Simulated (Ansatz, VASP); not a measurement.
## Pt in VASP and in Ansatz

```
Pt
1.0
     0.00000    1.94684    1.94684
     1.94684    0.00000    1.94684
     1.94684    1.94684    0.00000
Pt
1
Direct
  0.00000 0.00000 0.00000
```

Alike in both runs: functional LDA; k mesh 18 × 18 × 18; occupations gaussian, width 0.1 eV; no spin polarisation.

Ansatz relaxed the structure, and its values are those at the end. VASP's run is a single point on that final structure, the one shown.

```csv
,VASP,Ansatz
version,VASP 6.6.1,Ansatz 0.2.0
potentials or method,"VASP PAW LDA potentials, release 64 (Pt), cutoff 520 eV","scalar-relativistic, plane waves, PAW"
valence electrons in the cell,10,18
```

VASP gave:

| Item | Value |
| --- | --- |
| gap on the k mesh at the Fermi level (eV) | none |
| pressure (GPa) | 0.8 |

**Question.** What did Ansatz give for the same quantities?

**Answer.** gap on the k mesh at the Fermi level (eV): none; pressure (GPa): 0.0.

LDA's correlation is that of Perdew and Zunger in VASP and of Perdew and Wang (1992) in Ansatz. A gap of «none» marks a metal or a gap that the smearing closes. VASP's potentials hold 10 valence electrons a cell and Ansatz's 18, so a difference there can come from the potentials and not from the codes.

Neither program's run includes spin-orbit coupling.
